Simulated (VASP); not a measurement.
# Sn2Bi3O3 (P6/mmm) in VASP: relaxation of cell and atoms with PBE

Aim: the relaxation of cell and atoms of Sn2Bi3O3 with PBE.

Everything below comes from runs of VASP 6.6.1. Logs are shortened: lines on timing, memory, paths and dates and some standing lists are left out, and cuts for length are marked.

## 1. The cell of the first run

It takes space group P6/mmm (No. 191, hexagonal). The conventional cell has a = 4.719 Å, b = 4.719 Å, c = 9.797 Å, α = 90.00°, β = 90.00°, γ = 120.00°. Within 2.9 Å of Sn (site symmetry 6mm) lie 1 Bi at 2.16 Å. Within 3.6 Å of Bi (site symmetry -6m2) lie 6 Bi at 2.72 Å and 6 Sn at 3.48 Å. Within 2.9 Å of Bi (site symmetry 6/mmm) lie 2 Sn at 2.16 Å and 6 Bi at 2.72 Å. O (site symmetry mmm) has 4 O at 2.36 Å within 3.1 Å.

The cell was generated, and may not be a known phase.

## 2. Relaxation of cell and atoms, PBE

File INCAR:

```
SYSTEM = Sn2Bi3O3
  PREC = Accurate
  ENCUT = 600
  EDIFF = 1E-6
  ISMEAR = 0
  SIGMA = 0.2
  LREAL = .FALSE.
  LASPH = .TRUE.
  NELM = 100
  ALGO = Normal
  ISIF = 3
  LWAVE = .FALSE.
  LCHARG = .FALSE.
  GGA = PE
  IBRION = 2
  NSW = 36
  EDIFFG = -0.08
```

File KPOINTS:

```
Automatic mesh
0
G
  4 4 2
  0 0 0
```

File POSCAR:

```
Sn2Bi3O3
1.0
    4.7193962100      0.0000000000      0.0000000000
   -2.3596981100      4.0871170100      0.0000000000
    0.0000000000      0.0000000000      9.7972391900
Sn Bi O
2 3 3
Direct
    0.0000000000      0.0000000000      0.2794289000
    0.0000000000      0.0000000000      0.7205711000
    0.3333333300      0.6666666700      0.5000000000
    0.6666666700      0.3333333300      0.5000000000
    0.0000000000      0.0000000000      0.5000000000
    0.5000000000      0.0000000000      0.0000000000
    0.0000000000      0.5000000000      0.0000000000
    0.5000000000      0.5000000000      0.0000000000
```

Potentials or basis: VASP PAW PBE potentials, release 64 (Sn_d, Bi_d, O).

On the command line:

```sh
$ cat potpaw_PBE.64/Sn_d/POTCAR potpaw_PBE.64/Bi_d/POTCAR potpaw_PBE.64/O/POTCAR > POTCAR
$ mpirun -np 1 vasp_std > vasp.out
```

OUTCAR:

```text
SYSTEM = Sn2Bi3O3
   PREC = Accurate
   ENCUT = 600
   EDIFF = 1E-6
   ISMEAR = 0
   LREAL = .FALSE.
   LASPH = .TRUE.
   NELM = 100
   ISIF = 3
   GGA = PE
   IBRION = 2
   NSW = 36
   EDIFFG = -0.08

 ion  position               nearest neighbor table
   1  0.000  0.000  0.279-   5 2.16   4 3.48   3 3.48   4 3.48   3 3.48   4 3.48   3 3.48
   2  0.000  0.000  0.721-   5 2.16   4 3.48   3 3.48   4 3.48   3 3.48   4 3.48   3 3.48
   3  0.333  0.667  0.500-   4 2.72   4 2.72   5 2.72   5 2.72   5 2.72   4 2.72   1 3.48   2 3.48
                             1 3.48   2 3.48   1 3.48   2 3.48
   4  0.667  0.333  0.500-   3 2.72   3 2.72   5 2.72   5 2.72   5 2.72   3 2.72   1 3.48   2 3.48
                             2 3.48   1 3.48   2 3.48   1 3.48
   5  0.000  0.000  0.500-   1 2.16   2 2.16   3 2.72   4 2.72   4 2.72   3 2.72   4 2.72   3 2.72

   6  0.500  0.000  0.000-
   7  0.000  0.500  0.000-
   8  0.500  0.500  0.000-

  LATTYP: Found a hexagonal cell.
 ALAT       =     4.7193962100
 C/A-ratio  =     2.0759518282

  Lattice vectors:

 A1 = (   4.7193962100,   0.0000000000,   0.0000000000)
 A2 = (  -2.3596981100,   4.0871170100,   0.0000000000)
 A3 = (   0.0000000000,   0.0000000000,   9.7972391900)

Analysis of symmetry for initial positions (statically):
=====================================================================
 Subroutine PRICEL returns:
 Original cell was already a primitive cell.

 Routine SETGRP: Setting up the symmetry group for a
 hexagonal supercell.

 Subroutine GETGRP returns: Found 24 space group operations
 (whereof 24 operations were pure point group operations)
 out of a pool of 24 trial point group operations.

The static configuration has the point symmetry D_6h.

Analysis of symmetry for dynamics (positions and initial velocities):
=====================================================================
 Subroutine PRICEL returns:
 Original cell was already a primitive cell.

 Routine SETGRP: Setting up the symmetry group for a
 hexagonal supercell.

 Subroutine GETGRP returns: Found 24 space group operations
 (whereof 24 operations were pure point group operations)
 out of a pool of 24 trial point group operations.

The dynamic configuration has the point symmetry D_6h.

 Subroutine INISYM returns: Found 24 space group operations
 (whereof 24 operations are pure point group operations),
 and found     1 'primitive' translations

----------------------------------------------------------------------------------------

                                     Primitive cell

  volume of cell :     188.9762

  direct lattice vectors                    reciprocal lattice vectors
     4.719396210  0.000000000  0.000000000     0.211891512  0.122335622  0.000000000
    -2.359698110  4.087117010  0.000000000     0.000000000  0.244671243  0.000000000
     0.000000000  0.000000000  9.797239190     0.000000000  0.000000000  0.102069571

  length of vectors
     4.719396210  4.719396214  9.797239190     0.244671243  0.244671243  0.102069571

  position of ions in fractional coordinates (direct lattice)
     0.000000000  0.000000000  0.279428900
     0.000000000  0.000000000  0.720571100
     0.333333330  0.666666670  0.500000000
     0.666666670  0.333333330  0.500000000
     0.000000000  0.000000000  0.500000000
     0.500000000  0.000000000  0.000000000
     0.000000000  0.500000000  0.000000000
     0.500000000  0.500000000  0.000000000

  ion indices of the primitive-cell ions
   primitive index   ion index
                 1           1
                 2           2
                 3           3
                 4           4
                 5           5
                 6           6
                 7           7
                 8           8

----------------------------------------------------------------------------------------

 KPOINTS: Automatic mesh

Automatic generation of k-mesh.
 Grid dimensions read from file:
 generate k-points for:    4    4    2

 Generating k-lattice:

  Cartesian coordinates                     Fractional coordinates (reciprocal lattice)
     0.052972878  0.030583905  0.000000000     0.250000000  0.000000000  0.000000000
     0.000000000  0.061167811  0.000000000     0.000000000  0.250000000  0.000000000
     0.000000000  0.000000000  0.051034785     0.000000000  0.000000000  0.500000000

  Length of vectors
     0.061167811  0.061167811  0.051034785

  Shift w.r.t. Gamma in fractional coordinates (k-lattice)
     0.000000000  0.000000000  0.000000000

 Subroutine IBZKPT returns following result:
 ===========================================

 Found      8 irreducible k-points:

 Following reciprocal coordinates:
            Coordinates               Weight
  0.000000  0.000000  0.000000      1.000000
  0.250000 -0.000000  0.000000      6.000000
  0.500000 -0.000000  0.000000      3.000000
  0.250000  0.250000  0.000000      6.000000
  0.000000  0.000000  0.500000      1.000000
  0.250000 -0.000000  0.500000      6.000000
  0.500000 -0.000000  0.500000      3.000000
  0.250000  0.250000  0.500000      6.000000
   k-points           NKPTS =      8   k-points in BZ     NKDIM =      8   number of bands    NBANDS=     54
   number of dos      NEDOS =    301   number of ions     NIONS =      8
   total plane-waves  NPLWV = 128000
   dimension x,y,z NGX =    40 NGY =   40 NGZ =   80
   dimension x,y,z NGXF=    80 NGYF=   80 NGZF=  160
   ions per type =               2   3   3
   NGX,Y,Z   is equivalent  to a cutoff of  14.09, 14.09, 13.57 a.u.
   NGXF,Y,Z  is equivalent  to a cutoff of  28.18, 28.18, 27.15 a.u.
 SYSTEM =  Sn2Bi3O3
   PREC   = accura    normal or accurate (medium, high low for compatibility)
   ISTART =      0    job   : 0-new  1-cont  2-samecut
   ICHARG =      2    charge: 1-file 2-atom 10-const
   ISPIN  =      1    spin polarized calculation?
   LNONCOLLINEAR =      F non collinear calculations
   LSORBIT =      F    spin-orbit coupling
   LASPH  =      T    aspherical Exc in radial PAW
   ENCUT  =  600.0 eV  44.10 Ry    6.64 a.u.   9.43  9.43 19.57*2*pi/ulx,y,z
   NELM   =    100;   NELMIN=  2; NELMDL= -5     # of ELM steps
   EDIFF  = 0.1E-05   stopping-criterion for ELM
   LREAL  =      F    real-space projection
   EDIFFG = -.8E-01   stopping-criterion for IOM
   NSW    =     36    number of steps for IOM
   IBRION =      2    ionic relax: 0-MD 1-quasi-New 2-CG
   NFREE  =      1    steps in history (QN), initial steepest desc. (CG)
   ISIF   =      3    stress and relaxation
   ISYM   =      2    0-nonsym 1-usesym 2-fastsym
   POTIM  = 0.5000    time-step for ionic-motion
   TEBEG  =    0.0;   TEEND  =   0.0 temperature during run
   PSTRESS=    0.0 pullay stress
   NELECT =      91.0000    total number of electrons
   NUPDOWN=      -1.0000    fix difference up-down
   EMIN   =  10.00;   EMAX   =-10.00  energy-range for DOS
   EFERMI =   0.00;   METHOD = LEGACY
   ISMEAR =     0;   SIGMA  =   0.20  broadening in eV -4-tet -1-fermi 0-gaus
   EFERMI_NEDOS =   21; number of points for ismear=-14 and -15
   IALGO  =     38    algorithm
   IMIX   =      4    mixing-type and parameters
     AMIX     =   0.40;   BMIX     =  1.00
     AMIX_MAG =   1.60;   BMIX_MAG =  1.00
  volume/ion in A,a.u.               =      23.62       159.41
  Fermi-wavevector in a.u.,A,eV,Ry     =   1.283176  2.424851 22.402545  1.646541
  Thomas-Fermi vector in A             =   2.415444
   LORBIT       =      0    0 simple, 1 ext, 2 COOP (PROOUT), +10 PAW based schemes
   GGA     = PE    functional components
   LHFCALC =     F    Hartree Fock is set to
   AEXX    =    0.0000 exact exchange contribution
   IVDW    =     0    specifies the selected vdW correction
   LEPSILON=     F    determine dielectric tensor
   LRPA    =     F    only Hartree local field effects (RPA)
 conjugate gradient relaxation of ions
 non-spin polarized calculation
 Gauss-broadening in eV      SIGMA  =   0.20
  energy-cutoff  :      600.00
  volume of cell :      188.98
 maximum number of plane-waves:      6351
 NGX is ok and might be reduce to    40
   NGX = 19   NGY = 19   NGZ = 39

--------------------------------------- Ionic step        1  -------------------------------------------

 number of electron      91.0000001 magnetization

 Free energy of the ion-electron system (eV)
  ---------------------------------------------------
  ext. energy  EPLUGINS =         0.00000000
  ---------------------------------------------------
  free energy    TOTEN  =        -7.02869321 eV

  energy without entropy =       -6.90268740  energy(sigma->0) =       -6.96569030

------------------------ aborting loop because EDIFF is reached ----------------------------------------

  FORCE on cell =-STRESS in cart. coord.  units (eV):
  Direction    XX          YY          ZZ          XY          YZ          ZX
  --------------------------------------------------------------------------------------
  -------------------------------------------------------------------------------------
  Total       44.4203427     44.4203427     76.4191824     -0.0000001      0.0000000     -0.0000000
  in kB      376.6042923    376.6042926    647.8966695     -0.0000005      0.0000000     -0.0000000
  external PRESSURE =     467.0350848 kB  Pullay stress =       0.0000000 kB
[... 1499 lines left out ...]
     53       8.0831      0.00000
     54       8.3952      0.00000

[... ionic steps 4 to 23 ...]

--------------------------------------- Ionic step       24  -------------------------------------------

 number of electron      90.9999995 magnetization

------------------------ aborting loop because EDIFF is reached ----------------------------------------

  FORCE on cell =-STRESS in cart. coord.  units (eV):
  Direction    XX          YY          ZZ          XY          YZ          ZX
  --------------------------------------------------------------------------------------
  -------------------------------------------------------------------------------------
  Total        0.5016680      0.5016680      0.4101874     -0.0000000      0.0000000     -0.0000000
  in kB        3.6284971      3.6284971      2.9668306     -0.0000000      0.0000000     -0.0000000
  external PRESSURE =       3.4079416 kB  Pullay stress =       0.0000000 kB
[... 69 lines left out ...]
  energy  without entropy=      -27.1508728140  energy(sigma->0) =      -27.22582169

--------------------------------------- Ionic step       26  -------------------------------------------

 number of electron      90.9999991 magnetization

 Free energy of the ion-electron system (eV)
  ---------------------------------------------------
  ext. energy  EPLUGINS =         0.00000000
  ---------------------------------------------------
  free energy    TOTEN  =       -27.30477120 eV

  energy without entropy =      -27.15565721  energy(sigma->0) =      -27.23021421

 E-fermi :   4.0419     XC(G=0):  -8.9151

 val. band max:        3.9967305790   @ k =   0.0000   0.0000   0.5000
 cond. band min:       4.0720486491   @ k =   0.5000  -0.0000   0.0000
 fundamental gap:      0.0753180701
 Fermi energy:         4.0419331003

 k-point     1 :       0.0000    0.0000    0.0000
  band No.  band energies     occupation
      1     -19.4488      2.00000
      2     -19.4488      2.00000
      3     -19.4392      2.00000
      4     -19.3085      2.00000
      5     -19.3085      2.00000
      6     -19.2284      2.00000
[... 480 lines left out ...]
  FREE ENERGIE OF THE ION-ELECTRON SYSTEM (eV)
  ---------------------------------------------------
  free  energy   TOTEN  =       -27.3047712024 eV

  energy  without entropy=      -27.1556572077  energy(sigma->0) =      -27.23021421

 reached required accuracy - stopping structural energy minimisation
```

It took 33 min on 1 thread of Intel Xeon 6975P-C (Granite Rapids), shared host; peak memory 0.41 GiB.

What came out:

```yaml
Free_energy: -27.3048 eV
Relaxed_volume: 27.81 Å³/atom
Relaxed_cell: a = 5.283 Å, b = 5.283 Å, c = 9.203 Å, α = 90.00°, β = 90.00°, γ = 120.00°
Space_group_after_relaxing_to_0.1_Å: P6/mmm (No. 191)
Pressure_after_relaxing: 0.2 GPa
Largest_force_after_relaxing: 0.025 eV/Å
Band_gap_on_the_k_mesh: zero (an odd number of electrons rules out a gap without spin polarisation)
```

Forces on the atoms (eV/Å):
```
Sn   0.000  0.000 -0.025
Sn   0.000  0.000  0.025
Bi   0.000  0.000  0.000
Bi   0.000  0.000  0.000
Bi   0.000  0.000  0.000
O    0.000  0.000  0.000
O    0.000  0.000  0.000
O    0.000  0.000  0.000
```

Stress tensor (GPa, compression positive):
```
0.17 0.00 0.00
0.00 0.17 0.00
0.00 0.00 0.41
```

Final structure:
```
Sn Bi O
1.0
     5.28334    0.00000    0.00000
    -2.64167    4.57551    0.00000
     0.00000    0.00000    9.20298
Sn Bi O
2 3 3
Direct
  0.00000 0.00000 0.14573
  0.00000 0.00000 0.85427
  0.33333 0.66667 0.50000
  0.66667 0.33333 0.50000
  0.00000 0.00000 0.50000
  0.50000 0.00000 0.00000
  0.00000 0.50000 0.00000
  0.50000 0.50000 0.00000
```

Caveat: the k points lie up to 0.34 Å⁻¹ apart in the final cell, too coarse for converged energies and pressures of a metal; the volume moved by over 15 % at a fixed basis, so the end points are rough; spin-orbit coupling is left out, which moves the levels of the heavy elements; an odd number of electrons without spin polarisation forces a metal; a magnetic or distorted state may lie lower.

The gap in the log of VASP goes by the Fermi energy; the results here count the filled bands.